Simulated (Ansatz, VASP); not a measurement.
## Ag: VASP beside Ansatz

```xyz
4
Lattice="2.8862 0.0000 0.0000 -1.4431 2.4995 0.0000 0.0000 0.0000 10.0000" Properties=species:S:1:pos:R:3 pbc="T T T"
Ag    0.0000    1.6663    2.5000
Ag    1.4431    0.8332    7.5000
Ag    0.0000    0.0000    0.0000
Ag    0.0000    0.0000    5.0000
```

Alike in both runs: task relaxation of cell and atoms; functional PBEsol; k mesh 18 × 18 × 4; occupations gaussian, width 0.1 eV; no spin polarisation.

```csv
,VASP,Ansatz
version,VASP 6.6.1,Ansatz 0.2.0
potentials or method,"VASP PAW PBE potentials, release 64 (Ag), cutoff 600 eV","scalar-relativistic, plane waves, PAW"
valence electrons in the cell,44,76
```

Ansatz gave:

* gap on the k mesh at the Fermi level, each at its own relaxed structure (eV): none
* relaxed volume (Å³/atom): 16.66
* relaxed length of the cell vector where the two differ most in proportion (Å): 9.338

Problem. Estimate VASP's values.

Solution. gap on the k mesh at the Fermi level, each at its own relaxed structure (eV): none; relaxed volume (Å³/atom): 16.63; relaxed length of the cell vector where the two differ most in proportion (Å): 9.332.

VASP's potentials were made for PBE, not for PBEsol. A gap of «none» marks a metal or a gap that the smearing closes. VASP's potentials hold 44 valence electrons a cell and Ansatz's 76, so a difference there can come from the potentials and not from the codes.
